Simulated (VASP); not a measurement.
A run of VASP 6.6.1:

File INCAR:

```
SYSTEM = CoO
PREC = Accurate ; ENCUT = 520
EDIFF = 1E-6 ; ISMEAR = -1
SIGMA = 0.05 ; LREAL = .False.
LASPH = .True. ; NELM = 150
ALGO = Normal ; ISIF = 2
LWAVE = .False. ; LCHARG = .False.
ISPIN = 2 ; MAGMOM = 2 0
LORBIT = 11 ; LMAXMIX = 4
GGA = PE ; IVDW = 12
NBANDS = 18
```

Contents of KPOINTS:

```
regular mesh
0
Gamma
  11 11 10
  0 0 0
```

File POSCAR:

```
CoO
1.0
    2.8014551597     -0.0000000028      0.0000000000
   -1.4007275774      2.4261313373      0.0000000000
    0.0000000000      0.0000000000      2.7145956023
Co O
1 1
Direct
    0.0000000000      0.0000000000      0.0000000000
    0.6666666667      0.3333333333      0.5000000000
```

Potentials or basis: VASP PAW PBE potentials, release 64 (Co, O).

Launch:

```bash
$ cat potpaw_PBE.64/Co/POTCAR potpaw_PBE.64/O/POTCAR > POTCAR
$ mpirun -np 1 vasp_std > vasp.out
```

Hardware: 1 thread of Intel(R) Xeon(R) Platinum 8488C (Sapphire Rapids), on a shared host.

Task: Estimate the wall time of this run.

Result: It took 48 s on 1 thread of Intel(R) Xeon(R) Platinum 8488C (Sapphire Rapids), on a shared host, peak memory 0.19 GiB. Counts: scf iterations 17, k points 96.
